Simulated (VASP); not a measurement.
# CuSn3O8 in VASP: a series of runs

CuSn3O8 is run at these levels: PBEsol+U; tasks: single point.

All numbers are computed with VASP 6.6.1; they aren't measurements. Logs are shortened: lines on timing, memory, paths and dates and some standing lists are left out, and cuts for length are marked.

## (1) The cell of the first run

The typed cell holds 12 atoms: a = 4.737 Å, b = 4.737 Å, c = 6.373 Å, α = 90.00°, β = 90.00°, γ = 90.00°.

## (2) Single point, PBEsol+U, collinear spin

File INCAR:

```
SYSTEM = CuSn3O8
ALGO = Normal ; EDIFF = 1E-6
ENCUT = 520 ; GGA = PS
ISIF = 2 ; ISMEAR = 0
ISPIN = 2 ; LASPH = .TRUE.
LCHARG = .FALSE. ; LDAU = .TRUE.
LDAUJ = 0 0 0 ; LDAUL = 2 -1 -1
LDAUPRINT = 1 ; LDAUTYPE = 2
LDAUU = 5 0 0 ; LMAXMIX = 4
LORBIT = 11 ; LREAL = .FALSE.
LWAVE = .FALSE. ; MAGMOM = 0.98 0 0 0 0.32 0.07 0.28 0.28 0.32 0.07 0.28 0.28
NBANDS = 66 ; NELM = 150
PREC = Accurate ; SIGMA = 0.05
```

File KPOINTS:

```
k-points
0
G
  4 4 3
  0 0 0
```

File POSCAR:

```
CuSn3O8
1.0
    4.7373500000      0.0000000000      0.0000000000
    0.0000000000      4.7373500000      0.0000000000
    0.0000000000      0.0000000000      6.3728000000
Cu Sn O
1 3 8
Direct
    0.0017262554      0.0017209060      0.0006958083
    0.0017680500      0.0017000142      0.5007047481
    0.5017688096      0.5016957799      0.2468803500
    0.5017142473      0.5017590507      0.7545217515
    0.3007789379      0.3008445520      0.0007050426
    0.3091042578      0.3092008550      0.5006986411
    0.1933131846      0.8102809293      0.2447227132
    0.1932631728      0.8103141321      0.7566616821
    0.7027042807      0.7025940311      0.0007053464
    0.6943421073      0.6942878422      0.5007000989
    0.8102422603      0.1931440353      0.2447507560
    0.8101996735      0.1931796657      0.7566598979
```

Potentials or basis: VASP PAW PBE potentials, release 64 (Cu, Sn_d, O).

Launch:

```sh
cat potpaw_PBE.64/Cu/POTCAR potpaw_PBE.64/Sn_d/POTCAR potpaw_PBE.64/O/POTCAR > POTCAR
mpirun -np 1 vasp_std > vasp.out
```

OUTCAR:

```text
SYSTEM = CuSn3O8
   EDIFF = 1E-6
   ENCUT = 520
   GGA = PS
   ISIF = 2
   ISMEAR = 0
   ISPIN = 2
   LASPH = .TRUE.
   LORBIT = 11
   LREAL = .FALSE.
   NELM = 150
   PREC = Accurate

 ion  position               nearest neighbor table
   1  0.002  0.002  0.001-   9 2.00   5 2.00   8 2.02  11 2.02  12 2.02   7 2.02   2 3.19   2 3.19

   2  0.002  0.002  0.501-   6 2.06  10 2.06   8 2.08  11 2.08   7 2.08  12 2.08   1 3.19   1 3.19
                             4 3.72   4 3.72   3 3.72   3 3.72   4 3.72   3 3.72   3 3.72   4 3.72
   3  0.502  0.502  0.247-  11 2.07   7 2.07   9 2.07   5 2.07   6 2.07  10 2.07   4 3.14   4 3.24
                             2 3.72   2 3.72   2 3.72   2 3.72
   4  0.502  0.502  0.755-   8 2.07  12 2.07   9 2.07   5 2.07  10 2.07   6 2.07   3 3.14   3 3.24
                             2 3.72   2 3.72   2 3.72   2 3.72
   5  0.301  0.301  0.001-   1 2.00   3 2.07   4 2.07
   6  0.309  0.309  0.501-   2 2.06   3 2.07   4 2.07
   7  0.193  0.810  0.245-   1 2.02   3 2.07   2 2.08
   8  0.193  0.810  0.757-   1 2.02   4 2.07   2 2.08
   9  0.703  0.703  0.001-   1 2.00   3 2.07   4 2.07
  10  0.694  0.694  0.501-   2 2.06   4 2.07   3 2.07
  11  0.810  0.193  0.245-   1 2.02   3 2.07   2 2.08
  12  0.810  0.193  0.757-   1 2.02   4 2.07   2 2.08

  LATTYP: Found a simple tetragonal cell.
 ALAT       =     4.7373500000
 C/A-ratio  =     1.3452246509

  Lattice vectors:

 A1 = (   4.7373500000,   0.0000000000,   0.0000000000)
 A2 = (   0.0000000000,   4.7373500000,   0.0000000000)
 A3 = (   0.0000000000,   0.0000000000,   6.3728000000)

Analysis of symmetry for initial positions (statically):
=====================================================================
 Subroutine PRICEL returns:
 Original cell was already a primitive cell.

 Routine SETGRP: Setting up the symmetry group for a
 simple tetragonal supercell.

 Subroutine GETGRP returns: Found  1 space group operations
 (whereof  1 operations were pure point group operations)
 out of a pool of 16 trial point group operations.

The static configuration has the point symmetry C_1 .

Analysis of symmetry for dynamics (positions and initial velocities):
=====================================================================
 Subroutine PRICEL returns:
 Original cell was already a primitive cell.

 Routine SETGRP: Setting up the symmetry group for a
 simple tetragonal supercell.

 Subroutine GETGRP returns: Found  1 space group operations
 (whereof  1 operations were pure point group operations)
 out of a pool of 16 trial point group operations.

The dynamic configuration has the point symmetry C_1 .

Analysis of structural, dynamic, and magnetic symmetry:
=====================================================================
 Subroutine PRICEL returns:
 Original cell was already a primitive cell.

 Routine SETGRP: Setting up the symmetry group for a
 simple tetragonal supercell.

 Subroutine GETGRP returns: Found  1 space group operations
 (whereof  1 operations were pure point group operations)
 out of a pool of 16 trial point group operations.

The overall configuration has the point symmetry C_1 .

 Subroutine INISYM returns: Found  1 space group operations
 (whereof  1 operations are pure point group operations),
 and found     1 'primitive' translations

----------------------------------------------------------------------------------------

                                     Primitive cell

  volume of cell :     143.0215

  direct lattice vectors                    reciprocal lattice vectors
     4.737350000  0.000000000  0.000000000     0.211088478  0.000000000  0.000000000
     0.000000000  4.737350000  0.000000000     0.000000000  0.211088478  0.000000000
[... 140 lines left out ...]
 spin polarized calculation
 Gauss-broadening in eV      SIGMA  =   0.05
  energy-cutoff  :      520.00
  volume of cell :      143.02
 maximum number of plane-waves:      3896
   NGX = 17   NGY = 17   NGZ = 23

atom =   1  type =  1  l = 2

 onsite density matrix

spin component  1

  1.0047 -0.0000 -0.0206  0.0000 -0.0000
 -0.0000  0.9992  0.0000 -0.0185 -0.0000
 -0.0206  0.0000  0.9910 -0.0000  0.0000
  0.0000 -0.0185 -0.0000  0.9992 -0.0000
 -0.0000 -0.0000  0.0000 -0.0000  0.9815

spin component  2

  0.6526  0.0000  0.2147 -0.0000  0.0001
  0.0000  0.7779 -0.0001  0.2016  0.0000
  0.2147 -0.0001  0.8302  0.0001 -0.0001
 -0.0000  0.2016  0.0001  0.7777 -0.0000
  0.0001  0.0000 -0.0001 -0.0000  0.9685

 occupancies and eigenvectors

  o =  0.5091  v =  0.0000  0.0000  0.0000  0.0000  0.0000  0.8313 -0.0005 -0.5558  0.0005 -0.0002      0.0000  0.0000  0.0000  0.0000  0.0000  0.0000  0.0000  0.0000  0.0000  0.0000
  o =  0.5762  v =  0.0000  0.0000  0.0000  0.0000  0.0000 -0.0007 -0.7070  0.0003  0.7072  0.0000      0.0000  0.0000  0.0000  0.0000  0.0000  0.0000  0.0000  0.0000  0.0000  0.0000
  o =  0.9685  v =  0.0000  0.0000  0.0000  0.0000  0.0000  0.0002  0.0002 -0.0001  0.0002  1.0000      0.0000  0.0000  0.0000  0.0000  0.0000  0.0000  0.0000  0.0000  0.0000  0.0000
  o =  0.9738  v =  0.0000  0.0000  0.0000  0.0000  0.0000 -0.5558  0.0001 -0.8313 -0.0001  0.0001      0.0000  0.0000  0.0000  0.0000  0.0000  0.0000  0.0000  0.0000  0.0000  0.0000
  o =  0.9761  v =  0.5851 -0.0001  0.8110  0.0001 -0.0001  0.0000  0.0000  0.0000  0.0000  0.0000      0.0000  0.0000  0.0000  0.0000  0.0000  0.0000  0.0000  0.0000  0.0000  0.0000
  o =  0.9793  v =  0.0000  0.0000  0.0000  0.0000  0.0000  0.0000 -0.7072  0.0000 -0.7070  0.0003      0.0000  0.0000  0.0000  0.0000  0.0000  0.0000  0.0000  0.0000  0.0000  0.0000
  o =  0.9807  v = -0.0000 -0.7073  0.0000 -0.7069 -0.0018  0.0000  0.0000  0.0000  0.0000  0.0000      0.0000  0.0000  0.0000  0.0000  0.0000  0.0000  0.0000  0.0000  0.0000  0.0000
  o =  0.9815  v = -0.0003  0.0013  0.0001  0.0013 -1.0000  0.0000  0.0000  0.0000  0.0000  0.0000      0.0000  0.0000  0.0000  0.0000  0.0000  0.0000  0.0000  0.0000  0.0000  0.0000
  o =  1.0177  v =  0.0024  0.7069 -0.0015 -0.7073 -0.0000  0.0000  0.0000  0.0000  0.0000  0.0000      0.0000  0.0000  0.0000  0.0000  0.0000  0.0000  0.0000  0.0000  0.0000  0.0000
  o =  1.0195  v = -0.8110  0.0020  0.5851 -0.0020  0.0003  0.0000  0.0000  0.0000  0.0000  0.0000      0.0000  0.0000  0.0000  0.0000  0.0000  0.0000  0.0000  0.0000  0.0000  0.0000

 number of electron     101.0000015 magnetization       2.9600915

 Free energy of the ion-electron system (eV)
  ---------------------------------------------------
  ext. energy  EPLUGINS =         0.00000000
  ---------------------------------------------------
  free energy    TOTEN  =       -71.70487885 eV

  energy without entropy =      -71.69666676  energy(sigma->0) =      -71.70077281

 E-fermi :   4.4740     XC(G=0): -11.3389

 val. band max:        4.4646875062   @ k =   0.5000   0.0000   0.3333
 cond. band min:       4.4865841287   @ k =  -0.2500   0.5000   0.0000
 fundamental gap:      0.0218966225
 Fermi energy:         4.4740423720

 spin component 1

 k-point     1 :       0.0000    0.0000    0.0000
  band No.  band energies     occupation
      1     -16.0844      1.00000
      2     -16.0144      1.00000
      3     -15.5529      1.00000
      4     -15.4829      1.00000
      5     -15.4036      1.00000
      6     -15.1798      1.00000
[... 3113 lines left out ...]
     61      14.9542      0.00000
     62      15.1773      0.00000

 [... further k-points ...]

 [bands above 62 left out]

------------------------ aborting loop because EDIFF is reached ----------------------------------------

  FORCE on cell =-STRESS in cart. coord.  units (eV):
  Direction    XX          YY          ZZ          XY          YZ          ZX
  --------------------------------------------------------------------------------------
  -------------------------------------------------------------------------------------
  Total       -2.1564575     -2.1554292     -2.7211106      0.3058803     -0.0018729      0.0018551
  in kB      -24.1574032    -24.1458839    -30.4828484      3.4265796     -0.0209810      0.0207815
  external PRESSURE =     -26.2620452 kB  Pullay stress =       0.0000000 kB

 VOLUME and BASIS-vectors are now :
 -----------------------------------------------------------------------------
  energy-cutoff  :      520.00
  volume of cell :      143.02
      direct lattice vectors                 reciprocal lattice vectors
     4.737350000  0.000000000  0.000000000     0.211088478  0.000000000  0.000000000
     0.000000000  4.737350000  0.000000000     0.000000000  0.211088478  0.000000000
     0.000000000  0.000000000  6.372800000     0.000000000  0.000000000  0.156916897

 POSITION                                       TOTAL-FORCE (eV/Angst)
 -----------------------------------------------------------------------------------
      0.00818      0.00815      0.00443        -0.000225     -0.000685      0.000117
      0.00838      0.00805      3.19089        -0.000644      0.000729     -0.001191
      2.37705      2.37671      1.57332        -0.000230     -0.000191      0.035249
      2.37680      2.37701      4.80842         0.000337     -0.001055     -0.034590
      1.42490      1.42521      0.00449        -0.180875     -0.181162     -0.000369
      1.46434      1.46479      3.19085        -0.022405     -0.022815      0.000509
      0.91579      3.83858      1.55957        -0.087092      0.086362     -0.202862
      0.91556      3.83874      4.82205        -0.085786      0.085291      0.203899
      3.32896      3.32843      0.00450         0.181452      0.181537     -0.000070
      3.28934      3.28908      3.19086         0.023466      0.022953      0.000137
      3.83840      0.91499      1.55975         0.085759     -0.085284     -0.204171
      3.83820      0.91516      4.82204         0.086243     -0.085680      0.203342
 -----------------------------------------------------------------------------------
    total drift:                               -0.001642     -0.001702     -0.000113

  FREE ENERGIE OF THE ION-ELECTRON SYSTEM (eV)
  ---------------------------------------------------
  free  energy   TOTEN  =       -71.7048788483 eV

  energy  without entropy=      -71.6966667639  energy(sigma->0) =      -71.70077281

 total charge

# of ion       s       p       d       tot
------------------------------------------
    1        0.354   0.442   8.963   9.758
    2        0.893   1.080  10.362  12.336
    3        0.895   1.094  10.368  12.357
    4        0.895   1.094  10.368  12.357
    5        1.566   3.388   0.000   4.955
    6        1.560   3.472   0.000   5.032
    7        1.564   3.400   0.000   4.964
    8        1.564   3.401   0.000   4.964
    9        1.566   3.388   0.000   4.955
   10        1.560   3.472   0.000   5.032
   11        1.564   3.401   0.000   4.964
   12        1.564   3.400   0.000   4.964
--------------------------------------------------
tot         15.543  31.032  40.061  86.637

 magnetization (x)

# of ion       s       p       d       tot
------------------------------------------
    1       -0.009  -0.009   0.969   0.951
    2       -0.008  -0.004   0.005  -0.006
    3       -0.006  -0.002   0.010   0.002
    4       -0.006  -0.002   0.010   0.002
    5        0.010   0.278   0.000   0.288
    6        0.001   0.063   0.000   0.063
    7        0.008   0.244   0.000   0.252
    8        0.008   0.244   0.000   0.251
    9        0.010   0.278   0.000   0.288
   10        0.001   0.063   0.000   0.063
   11        0.008   0.244   0.000   0.252
   12        0.008   0.244   0.000   0.252
--------------------------------------------------
tot          0.024   1.641   0.993   2.658
```

It took 15 min on 1 thread of Oxide Virtual Turin-like, shared host; peak memory 0.47 GiB.

What came out:

* Free energy: -71.7049 eV
* Pressure: -2.6 GPa
* Largest force: 0.257 eV/Å
* Band gap on the k mesh: zero (filled and empty bands overlap)
* Net moment: 2.96 μB per cell
* Site moments: Cu +0.95; Sn -0.01, +0.00 (each value once); O +0.29, +0.06, +0.25 (each value once) μB
* Valence electrons inside the program's atomic spheres: Cu 9.76; Sn 12.34, 12.36 (each value once); O 4.96, 5.03 (each value once)

Forces in eV/Å, atoms in the order of the input:
```
Cu   0.000 -0.001  0.000
Sn  -0.001  0.001 -0.001
Sn   0.000  0.000  0.035
Sn   0.000 -0.001 -0.035
O   -0.181 -0.181  0.000
O   -0.022 -0.023  0.001
O   -0.087  0.086 -0.203
O   -0.086  0.085  0.204
O    0.181  0.182  0.000
O    0.023  0.023  0.000
O    0.086 -0.085 -0.204
O    0.086 -0.086  0.203
```

Stress tensor (GPa, compression positive):
```
-2.42  0.34  0.00
 0.34 -2.41  0.00
 0.00  0.00 -3.05
```

Eigenvalues of the final occupation matrices:
```csv
site,spin,trace,eigenvalues
site 1 d,1,4.98,0.98 0.98 0.98 1.02 1.02
site 1 d,2,4.01,0.51 0.58 0.97 0.97 0.98
```

Caveat: the PAW data sets were made with another functional, which shifts forces and pressure a little; spin-orbit coupling is left out, which moves the levels of the heavy elements; a cell with one magnetic atom can't hold antiferromagnetic order, which such compounds often take.

## (3) Single point, PBEsol+U, collinear spin

File INCAR:

```
PREC = Accurate
ENCUT = 520
EDIFF = 1E-6
ISMEAR = 0
SIGMA = 0.05
LREAL = False
LASPH = True
NELM = 150
ALGO = Fast
ISIF = 2
LWAVE = False
LCHARG = False
ISPIN = 2
MAGMOM = 3 0 0 0 0 0 0 0 0 0 0 0
LORBIT = 11
LMAXMIX = 4
LDAU = True
LDAUTYPE = 2
LDAUL = 2 -1 -1
LDAUU = 5 0 0
LDAUJ = 0 0 0
LDAUPRINT = 1
GGA = PS
NBANDS = 66
```

File KPOINTS:

```
Automatic mesh
0
Gamma
  4 4 3
```

POSCAR is that of step 2.

Potentials or basis: VASP PAW PBE potentials, release 64 (Cu, Sn_d, O).

Launch:

```sh
cat potpaw_PBE.64/Cu/POTCAR potpaw_PBE.64/Sn_d/POTCAR potpaw_PBE.64/O/POTCAR > POTCAR
mpirun -np 1 vasp_std > vasp.out
```

Run time: 23 min. Hardware: 1 thread of Oxide Virtual Turin-like, shared host; peak memory 0.47 GiB.

Results (log left out):

- Free energy: -71.7049 eV
- Pressure: -2.6 GPa
- Largest force: 0.256 eV/Å
- Net moment: 2.96 μB per cell
- Site moments: Cu +0.95; Sn -0.01, +0.00 (each value once); O +0.29, +0.06, +0.25 (each value once) μB
- Valence electrons inside the program's atomic spheres: Cu 9.76; Sn 12.34, 12.36 (each value once); O 4.96, 5.03 (each value once)

Forces in eV/Å, atoms in the order of the input:
```
Cu   0.000 -0.001  0.000
Sn  -0.001  0.001 -0.001
Sn   0.000  0.000  0.035
Sn   0.001 -0.001 -0.034
O   -0.181 -0.181  0.000
O   -0.022 -0.023  0.000
O   -0.087  0.086 -0.203
O   -0.086  0.085  0.204
O    0.181  0.181  0.000
O    0.023  0.023  0.000
O    0.086 -0.085 -0.204
O    0.086 -0.086  0.203
```

Stress tensor (GPa, compression positive):
```
-2.38  0.34  0.00
 0.34 -2.38  0.00
 0.00  0.00 -3.01
```

Levels at points of the mesh, in eV from the Fermi level:
Spin up:
```tsv
k point	band 49	band 50	band 51	band 52	band 53	band 54	band 55	band 56
(0.00, 0.00, 0.00)	-0.58	-0.51	-0.31	0.09	2.08	6.19	6.23	6.78
(0.50, 0.00, 0.00)	-0.48	-0.41	-0.09	-0.07	4.59	5.11	6.46	7.29
(0.00, 0.50, 0.00)	-0.48	-0.41	-0.09	-0.07	4.59	5.11	6.46	7.29
(0.50, 0.50, 0.00)	-0.69	-0.59	-0.55	-0.37	4.87	4.94	5.18	7.67
```
Spin down:
| k point | band 46 | band 47 | band 48 | band 49 | band 50 | band 51 | band 52 | band 53 |
| --- | --- | --- | --- | --- | --- | --- | --- | --- |
| (0.00, 0.00, 0.00) | -0.79 | -0.33 | -0.09 | -0.01 | 0.60 | 0.82 | 1.29 | 2.24 |
| (0.50, 0.00, 0.00) | -0.59 | -0.37 | -0.17 | -0.03 | 0.08 | 1.38 | 1.60 | 4.82 |
| (0.00, 0.50, 0.00) | -0.59 | -0.37 | -0.17 | -0.03 | 0.08 | 1.38 | 1.60 | 4.82 |
| (0.50, 0.50, 0.00) | -0.28 | -0.25 | -0.18 | -0.08 | 0.03 | 0.45 | 1.25 | 5.05 |

Eigenvalues of the final occupation matrices:
```tsv
site	spin	trace	eigenvalues
site 1 d	1	4.98	0.98 0.98 0.98 1.02 1.02
site 1 d	2	4.01	0.51 0.58 0.97 0.97 0.98
```

Caveat: the PAW data sets were made with another functional, which shifts forces and pressure a little; spin-orbit coupling is left out, which moves the levels of the heavy elements; a cell with one magnetic atom can't hold antiferromagnetic order, which such compounds often take.
